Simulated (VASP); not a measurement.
A run of VASP 6.6.1 is set up as follows.

INCAR

```
PREC = Accurate ; ENCUT = 520
EDIFF = 1E-6 ; ISMEAR = -1
SIGMA = 0.05 ; LREAL = F
LASPH = T ; NELM = 150
ALGO = Normal ; ISIF = 2
LWAVE = F ; LCHARG = F
ISPIN = 2 ; MAGMOM = 0.849 0.849
LORBIT = 11 ; LMAXMIX = 4
GGA = RE ; NBANDS = 21
```

File KPOINTS:

```
regular mesh
0
Gamma
  12 12 12
```

File POSCAR:

```
Ni
1.0
    0.0000000000      2.6397688266      2.6397688266
    2.6397688266      0.0000000000      2.6397688266
    2.6397688266      2.6397688266      0.0000000000
Ni
2
Direct
    0.1250000000      0.1250000000      0.1250000000
    0.8750000000      0.8750000000      0.8750000000
```

Potentials or basis: VASP PAW PBE potentials, release 64 (Ni).

The run is started by

```bash
$ cat potpaw_PBE.64/Ni/POTCAR > POTCAR
$ mpirun -np 1 vasp_std > vasp.out
```

**Question.** What does it give for the site moments?

**Answer.** Ni +0.81 μB.

**Question.** Estimate the pressure.

**Answer.** -5.1 GPa.

**Question.** Estimate the net moment.

**Answer.** 1.59 μB per cell.

Caveat: the PAW data sets were made with another functional, which shifts forces and pressure a little.
